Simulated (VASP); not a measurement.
# Bi (Pm-3m) in VASP: further runs, part 3 of 3

VASP 6.6.1. The steps go on from the part before.

**6. Single point, PBEsol (volume scaled by 1.12)**

Contents of INCAR:

```
  PREC = Accurate
  ENCUT = 520
  EDIFF = 1E-7
  ISMEAR = -1
  SIGMA = 0.1
  LREAL = False
  LASPH = True
  NELM = 60
  ALGO = Normal
  ISIF = 2
  LWAVE = False
  LCHARG = True
  GGA = PS
  LELF = True
  LVHAR = True
  NBANDS = 14
```

Contents of KPOINTS:

```
regular mesh
0
Gamma
  11 11 11
```

Contents of POSCAR:

```
Bi
1.0
    3.3462561684      0.0000000000      0.0000000000
    0.0000000000      3.3462561684      0.0000000000
    0.0000000000      0.0000000000      3.3462561684
Bi
1
Direct
    0.0000000000      0.0000000000      0.0000000000
```

Potentials or basis: VASP PAW PBE potentials, release 64 (Bi_d).

Command:

```bash
cat potpaw_PBE.64/Bi_d/POTCAR > POTCAR
mpirun -np 1 vasp_std > vasp.out
```

OUTCAR:

```text
PREC = Accurate
   ENCUT = 520
   EDIFF = 1E-7
   ISMEAR = -1
   LREAL = False
   LASPH = True
   NELM = 60
   ISIF = 2
   GGA = PS

 ion  position               nearest neighbor table
   1  0.000  0.000  0.000-

  LATTYP: Found a simple cubic cell.
 ALAT       =     3.3462561684

  Lattice vectors:

 A1 = (   3.3462561684,   0.0000000000,   0.0000000000)
 A2 = (   0.0000000000,   3.3462561684,   0.0000000000)
 A3 = (   0.0000000000,   0.0000000000,   3.3462561684)

Analysis of symmetry for initial positions (statically):
=====================================================================
 Subroutine PRICEL returns:
 Original cell was already a primitive cell.

 Routine SETGRP: Setting up the symmetry group for a
 simple cubic supercell.

 Subroutine GETGRP returns: Found 48 space group operations
 (whereof 48 operations were pure point group operations)
 out of a pool of 48 trial point group operations.

The static configuration has the point symmetry O_h .

Analysis of symmetry for dynamics (positions and initial velocities):
=====================================================================
 Subroutine PRICEL returns:
 Original cell was already a primitive cell.

 Routine SETGRP: Setting up the symmetry group for a
 simple cubic supercell.

 Subroutine GETGRP returns: Found 48 space group operations
 (whereof 48 operations were pure point group operations)
 out of a pool of 48 trial point group operations.

The dynamic configuration has the point symmetry O_h .

 Subroutine INISYM returns: Found 48 space group operations
 (whereof 48 operations are pure point group operations),
 and found     1 'primitive' translations

----------------------------------------------------------------------------------------

                                     Primitive cell

  volume of cell :      37.4695

  direct lattice vectors                    reciprocal lattice vectors
     3.346256168  0.000000000  0.000000000     0.298841436  0.000000000  0.000000000
     0.000000000  3.346256168  0.000000000     0.000000000  0.298841436  0.000000000
     0.000000000  0.000000000  3.346256168     0.000000000  0.000000000  0.298841436

  length of vectors
     3.346256168  3.346256168  3.346256168     0.298841436  0.298841436  0.298841436

  position of ions in fractional coordinates (direct lattice)
     0.000000000  0.000000000  0.000000000

  ion indices of the primitive-cell ions
   primitive index   ion index
                 1           1

----------------------------------------------------------------------------------------

 KPOINTS: regular mesh

Automatic generation of k-mesh.
 Grid dimensions read from file:
 generate k-points for:   11   11   11

 Generating k-lattice:

  Cartesian coordinates                     Fractional coordinates (reciprocal lattice)
     0.027167403  0.000000000  0.000000000     0.090909091  0.000000000  0.000000000
     0.000000000  0.027167403  0.000000000     0.000000000  0.090909091  0.000000000
     0.000000000  0.000000000  0.027167403     0.000000000  0.000000000  0.090909091

  Length of vectors
     0.027167403  0.027167403  0.027167403

  Shift w.r.t. Gamma in fractional coordinates (k-lattice)
     0.000000000  0.000000000  0.000000000

 Subroutine IBZKPT returns following result:
 ===========================================

 Found     56 irreducible k-points:

 Following reciprocal coordinates:
            Coordinates               Weight
  0.000000  0.000000  0.000000      1.000000
  0.090909  0.000000  0.000000      6.000000
  0.181818  0.000000  0.000000      6.000000
  0.272727  0.000000  0.000000      6.000000
  0.363636  0.000000  0.000000      6.000000
  0.454545  0.000000  0.000000      6.000000
[... 16 lines left out ...]
  0.181818  0.090909  0.090909     24.000000
  0.272727  0.090909  0.090909     24.000000
 [... further k-points ...]
   k-points           NKPTS =     56   k-points in BZ     NKDIM =     56   number of bands    NBANDS=     14
   number of dos      NEDOS =    301   number of ions     NIONS =      1
   total plane-waves  NPLWV =  21952
   dimension x,y,z NGX =    28 NGY =   28 NGZ =   28
   dimension x,y,z NGXF=    56 NGYF=   56 NGZF=   56
   ions per type =               1
   NGX,Y,Z   is equivalent  to a cutoff of  13.91, 13.91, 13.91 a.u.
   NGXF,Y,Z  is equivalent  to a cutoff of  27.82, 27.82, 27.82 a.u.
 SYSTEM =  unknown system
   PREC   = accura    normal or accurate (medium, high low for compatibility)
   ISTART =      0    job   : 0-new  1-cont  2-samecut
   ICHARG =      2    charge: 1-file 2-atom 10-const
   ISPIN  =      1    spin polarized calculation?
   LNONCOLLINEAR =      F non collinear calculations
   LSORBIT =      F    spin-orbit coupling
   LASPH  =      T    aspherical Exc in radial PAW
   ENCUT  =  520.0 eV  38.22 Ry    6.18 a.u.   6.22  6.22  6.22*2*pi/ulx,y,z
   NELM   =     60;   NELMIN=  2; NELMDL= -5     # of ELM steps
   EDIFF  = 0.1E-06   stopping-criterion for ELM
   LREAL  =      F    real-space projection
   EDIFFG = 0.1E-05   stopping-criterion for IOM
   NSW    =      0    number of steps for IOM
   IBRION =     -1    ionic relax: 0-MD 1-quasi-New 2-CG
   NFREE  =      0    steps in history (QN), initial steepest desc. (CG)
   ISIF   =      2    stress and relaxation
   ISYM   =      2    0-nonsym 1-usesym 2-fastsym
   POTIM  = 0.5000    time-step for ionic-motion
   TEBEG  =    0.0;   TEEND  =   0.0 temperature during run
   PSTRESS=    0.0 pullay stress
   NELECT =      15.0000    total number of electrons
   NUPDOWN=      -1.0000    fix difference up-down
   EMIN   =  10.00;   EMAX   =-10.00  energy-range for DOS
   EFERMI =   0.00;   METHOD = LEGACY
   ISMEAR =    -1;   SIGMA  =   0.10  broadening in eV -4-tet -1-fermi 0-gaus
   EFERMI_NEDOS =   21; number of points for ismear=-14 and -15
   IALGO  =     38    algorithm
   IMIX   =      4    mixing-type and parameters
     AMIX     =   0.40;   BMIX     =  1.00
     AMIX_MAG =   1.60;   BMIX_MAG =  1.00
  volume/ion in A,a.u.               =      37.47       252.86
  Fermi-wavevector in a.u.,A,eV,Ry     =   1.206552  2.280053 19.806924  1.455768
  Thomas-Fermi vector in A             =   2.342216
   LORBIT       =      0    0 simple, 1 ext, 2 COOP (PROOUT), +10 PAW based schemes
   GGA     = PS    functional components
   LHFCALC =     F    Hartree Fock is set to
   AEXX    =    0.0000 exact exchange contribution
   IVDW    =     0    specifies the selected vdW correction
   LEPSILON=     F    determine dielectric tensor
   LRPA    =     F    only Hartree local field effects (RPA)
 non-spin polarized calculation
  energy-cutoff  :      520.00
  volume of cell :       37.47
 maximum number of plane-waves:      1021
 NGX is ok and might be reduce to    28
   NGX = 13   NGY = 13   NGZ = 13

 number of electron      15.0000004 magnetization

 Free energy of the ion-electron system (eV)
  ---------------------------------------------------
  ext. energy  EPLUGINS =         0.00000000
  ---------------------------------------------------
  free energy    TOTEN  =        -4.21381741 eV

  energy without entropy =       -4.19023602  energy(sigma->0) =       -4.20202671

 E-fermi :   5.3908     XC(G=0):  -9.4519

 val. band max:        5.3091628600   @ k =   0.1818   0.0909   0.0000
 cond. band min:       5.4058990698   @ k =   0.1818   0.0909   0.0909
 fundamental gap:      0.0967362098
 Fermi energy:         5.3908000384

 k-point     1 :       0.0000    0.0000    0.0000
  band No.  band energies     occupation
      1     -17.3107      2.00000
      2     -17.3107      2.00000
      3     -17.0675      2.00000
      4     -17.0675      2.00000
      5     -17.0675      2.00000
      6      -7.1427      2.00000
      7       8.3767      0.00000
      8       8.3767      0.00000
      9       8.3767      0.00000
     10      11.2388      0.00000
     11      13.0412      0.00000
     12      13.0412      0.00000
     13      22.0621      0.00000
     14      22.0621      0.00000
[... 375 lines left out ...]
 k-point    24 :       0.2727    0.0909    0.0909
  band No.  band energies     occupation
      1     -17.2800      2.00000
      2     -17.1810      2.00000
      3     -17.1087      2.00000
      4     -17.1082      2.00000
      5     -17.0746      2.00000
      6      -6.2030      2.00000
      7       3.5875      2.00000
      8       8.0150      0.00000
      9       8.2146      0.00000
     10      14.0469      0.00000
     11      14.9118      0.00000
     12      16.6945      0.00000
     13      17.0158      0.00000
     14      19.5531      0.00000

 [... further k-points ...]

------------------------ aborting loop because EDIFF is reached ----------------------------------------

  FORCE on cell =-STRESS in cart. coord.  units (eV):
  Direction    XX          YY          ZZ          XY          YZ          ZX
  --------------------------------------------------------------------------------------
  -------------------------------------------------------------------------------------
  Total       -1.0757075     -1.0757075     -1.0757075      0.0000000      0.0000000     -0.0000000
  in kB      -45.9967591    -45.9967591    -45.9967591      0.0000000      0.0000000     -0.0000000
  external PRESSURE =     -45.9967591 kB  Pullay stress =       0.0000000 kB

 VOLUME and BASIS-vectors are now :
 -----------------------------------------------------------------------------
  energy-cutoff  :      520.00
  volume of cell :       37.47
      direct lattice vectors                 reciprocal lattice vectors
     3.346256168  0.000000000  0.000000000     0.298841436  0.000000000  0.000000000
     0.000000000  3.346256168  0.000000000     0.000000000  0.298841436  0.000000000
     0.000000000  0.000000000  3.346256168     0.000000000  0.000000000  0.298841436

 POSITION                                       TOTAL-FORCE (eV/Angst)
 -----------------------------------------------------------------------------------
      0.00000      0.00000      0.00000         0.000000      0.000000      0.000000
 -----------------------------------------------------------------------------------
    total drift:                               -0.000000     -0.000000     -0.000000

  FREE ENERGIE OF THE ION-ELECTRON SYSTEM (eV)
  ---------------------------------------------------
  free  energy   TOTEN  =        -4.2138174075 eV

  energy  without entropy=       -4.1902360187  energy(sigma->0) =       -4.20202671
```

OSZICAR:

```text
N       E                     dE             d eps       ncg     rms          rms(c)
DAV:   1     0.114809768656E+03    0.11481E+03   -0.76045E+03  1580   0.116E+03
DAV:   2     0.263154522065E+01   -0.11218E+03   -0.10848E+03  1694   0.326E+02
DAV:   3    -0.404862701106E+01   -0.66802E+01   -0.66593E+01  1952   0.804E+01
DAV:   4    -0.421034347141E+01   -0.16172E+00   -0.16167E+00  2074   0.135E+01
DAV:   5    -0.421779890468E+01   -0.74554E-02   -0.74553E-02  2292   0.259E+00    0.535E-01
DAV:   6    -0.421414098783E+01    0.36579E-02   -0.84625E-03  2140   0.126E+00    0.315E-01
DAV:   7    -0.421379874072E+01    0.34225E-03   -0.47597E-03  2120   0.953E-01    0.874E-02
DAV:   8    -0.421381871903E+01   -0.19978E-04   -0.48976E-04  2084   0.328E-01    0.854E-03
DAV:   9    -0.421381777850E+01    0.94052E-06   -0.11835E-05  2280   0.411E-02    0.460E-03
DAV:  10    -0.421381732762E+01    0.45089E-06   -0.16517E-06  2096   0.157E-02    0.131E-03
DAV:  11    -0.421381742789E+01   -0.10027E-06   -0.30785E-07  1988   0.853E-03    0.243E-04
DAV:  12    -0.421381740752E+01    0.20374E-07   -0.11886E-08  1372   0.145E-03
   1 F= -.42138174E+01 E0= -.42020267E+01  d E =-.235814E-01
```

stdout:

```text
POSCAR found type information on POSCAR Bi
 POSCAR found :  1 types and       1 ions
 scaLAPACK will be used
 -----------------------------------------------------------------------------
|                                                                             |
|                                                                             |
|     You enforced a specific xc type in the INCAR file but a different       |
|     I HOPE YOU KNOW WHAT YOU ARE DOING!                                     |
|                                                                             |
 -----------------------------------------------------------------------------

 LDA part: xc-table for (Slater+PW92), standard interpolation
 POSCAR, INCAR and KPOINTS ok, starting setup
 FFT: planning ... GRIDC
 FFT: planning ... GRID_SOFT
 FFT: planning ... GRID
 WAVECAR not read
 entering main loop
```

It took 25 s on 1 thread of Intel Xeon Platinum 8259CL at 2.50GHz (Skylake/Cascade Lake), shared host; peak memory 0.16 GiB.

Results:

```yaml
Free_energy: -4.2138 eV
Pressure: -4.6 GPa
```

Caveat: the PAW data sets were made with another functional, which shifts forces and pressure a little; spin-orbit coupling is left out, which moves the levels of the heavy elements.

**7. Overview**

```tsv
cell	k mesh	gap on the mesh (eV)	pressure (GPa)
a = 3.222 Å, 1 atom	10 × 10 × 10	none	-0.1
a = 3.222 Å, 1 atom	11 × 11 × 11	none	0.1
a = 3.265 Å, 1 atom	11 × 11 × 11	none	-1.8
a = 3.306 Å, 1 atom	11 × 11 × 11	none	-3.4
a = 3.346 Å, 1 atom	11 × 11 × 11	none	-4.6
```

Alike in all rows: task single point; level PBEsol; potentials or basis VASP PAW PBE potentials, release 64 (Bi_d); no spin polarisation; cutoff (eV) 520; smearing fermi-dirac 0.1 eV.

Caveats: the PAW data sets were made with another functional, which shifts forces and pressure a little; spin-orbit coupling is left out, which moves the levels of the heavy elements.

Total energies depend on the potentials used, so only differences within one code and one set of settings carry meaning.
